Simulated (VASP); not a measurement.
Input of a VASP 6.6.1 run:

The input INCAR:

```
SYSTEM = Hf
ALGO = Normal ; EDIFF = 1E-6
EDIFFG = -0.005 ; ENCUT = 600
IBRION = 2 ; ISIF = 4
ISMEAR = -1 ; LASPH = .TRUE.
LCHARG = .FALSE. ; LREAL = .FALSE.
LWAVE = .FALSE. ; NELM = 80
NSW = 50 ; PREC = Accurate
SIGMA = 0.08
```

Contents of KPOINTS:

```
k-points
0
G
  15 15 8
  0 0 0
```

File POSCAR:

```
Hf
1.0
    2.6874908874      0.0000000000      0.0000000000
   -1.3437454437      2.3274353809      0.0000000000
    0.0000000000      0.0000000000      4.2624373032
Hf
2
Direct
    0.3333333333      0.6666666667      0.2500000000
    0.6666666667      0.3333333333      0.7500000000
```

Potentials or basis: VASP PAW LDA potentials, release 64 (Hf_pv).

Run with:

```sh
$ cat potpaw_LDA.64/Hf_pv/POTCAR > POTCAR
$ mpirun -np 1 vasp_std > vasp.out
```

**Question.** What does it give for the band gap on the k mesh?

**Answer.** Zero (bands 10 and 11 overlap by 1.80 eV).

Step by step:
```tsv
step	energy change (eV)	largest force (eV/Å)	pressure (GPa)	volume (Å³)
1	0.0000	0.0000	115.18	26.66
2	-0.0875	0.0000	111.68	26.66
3	-0.0875	0.0000	111.66	26.66
```

Caveat: spin-orbit coupling is left out, which moves the levels of the heavy elements.
